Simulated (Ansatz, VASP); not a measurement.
# Two plane-wave programs on ReS

```
Re S
1.0
     0.00000    2.46294    2.46294
     2.46294    0.00000    2.46294
     2.46294    2.46294    0.00000
Re S
1 1
Direct
  0.00000 0.00000 0.00000
  0.50000 0.50000 0.50000
```

Alike in both runs: functional PBE; k mesh 8 × 8 × 8; occupations gaussian, width 0.1 eV; no spin polarisation.

Ansatz relaxed the structure, and its values are those at the end. VASP's run is a single point on that final structure, the one shown.

|  | VASP | Ansatz |
| --- | --- | --- |
| version | VASP 6.6.1 | Ansatz 0.2.0 |
| potentials or method | VASP PAW PBE potentials, release 64 (Re_sv_GW, S), cutoff 500 eV | scalar-relativistic, plane waves, PAW |
| valence electrons in the cell | 21 | 21 |

|  | VASP | Ansatz | Ansatz less VASP |
| --- | --- | --- | --- |
| gap on the k mesh at the Fermi level (eV) | none | none | - |
| pressure (GPa) | -1.6 | -0.3 | +1.25 |

A gap of «none» marks a metal or a gap that the smearing closes.

Neither program's run includes spin-orbit coupling.
